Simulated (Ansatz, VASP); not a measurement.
**One calculation of Ti2B, two programs**

```
Ti B
1.0
     5.17904    0.00000    0.00000
     0.00000    5.17904    0.00000
     0.00000    0.00000    3.29888
Ti B
4 2
Direct
  0.29917 0.29917 0.00000
  0.20083 0.79917 0.50000
  0.70083 0.70083 0.00000
  0.79917 0.20083 0.50000
  0.00000 0.00000 0.00000
  0.50000 0.50000 0.50000
```

Change from the starting cell: species swapped into the VO2 type (P4_2/mnm, No. 136).

Alike in both runs: functional PBE; k mesh 8 × 8 × 12; occupations gaussian, width 0.1 eV; no spin polarisation.

Ansatz relaxed the structure, and its values are those at the end. VASP's run is a single point on that final structure, the one shown.

|  | VASP | Ansatz |
| --- | --- | --- |
| version | VASP 6.6.1 | Ansatz 0.2.0 |
| potentials or method | VASP PAW PBE potentials, release 64 (Ti_sv, B), cutoff 520 eV | scalar-relativistic, plane waves, PAW |
| valence electrons in the cell | 54 | 54 |

|  | VASP | Ansatz | Ansatz less VASP |
| --- | --- | --- | --- |
| gap on the k mesh at the Fermi level (eV) | none | none | - |
| pressure (GPa) | 0.0 | 0.0 | 0.00 |
| rms of the force components (eV/Å) | 0.002 | 0.004 | +0.0012 |

A gap of «none» marks a metal or a gap that the smearing closes.
